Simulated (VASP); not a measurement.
Wanted: the native input for a VASP 6.6.1 run.

- Task: single point
- Functional: LDA
- Potentials or basis: VASP PAW LDA potentials, release 64 (Mg, I)
- Cutoff: 520 eV
- k mesh: 6 × 6 × 6
- Occupations: fermi-dirac, width 0.02 eV
- Spin: no spin polarisation
- Dipole correction: no
- Further INCAR settings: ALGO = Normal; EDIFF = 1e-06; NBANDS = 15

The structure of MgI2 lies in POSCAR:

```
MgI2
1.0
    0.0000000000      3.6683630279      3.6683630279
    3.6683630279      0.0000000000      3.6683630279
    3.6683630279      3.6683630279      0.0000000000
Mg I
1 2
Direct
    0.0000000000      0.0000000000      0.0000000000
    0.2500000000      0.2500000000      0.2500000000
    0.7500000000      0.7500000000      0.7500000000
```

One way to write it, as run:

INCAR

```
PREC     = Accurate       # precision mode
ENCUT    = 520            # plane-wave cutoff, eV
EDIFF    = 1E-6           # SCF threshold, eV
ISMEAR   = -1             # smearing method
SIGMA    = 0.02           # smearing width, eV
LREAL    = F              # projectors in reciprocal space
LASPH    = T              # aspherical terms in the spheres
NELM     = 60             # most SCF steps
ALGO     = Normal         # electronic algorithm
ISIF     = 2              # what is computed and relaxed
LWAVE    = F              # write WAVECAR
LCHARG   = T              # write CHGCAR
LELF     = T              # ELF
LVHAR    = T            
NBANDS   = 15             # bands
```

KPOINTS

```
regular mesh
0
Gamma
  6 6 6
```

Potentials or basis: VASP PAW LDA potentials, release 64 (Mg, I).

Command:

```sh
$ cat potpaw_LDA.64/Mg/POTCAR potpaw_LDA.64/I/POTCAR > POTCAR
$ mpirun -np 1 vasp_std > vasp.out
```

It gave:

- Pressure: -0.1 GPa
- Band gap on the k mesh: 0.55 eV (least direct gap 0.73 eV)

Caveat: spin-orbit coupling is left out, which moves the levels of the heavy elements.

Run time: 20 s on 1 thread of Intel(R) Xeon(R) Platinum 8488C (Sapphire Rapids) (shared host), peak memory 0.2 GiB.
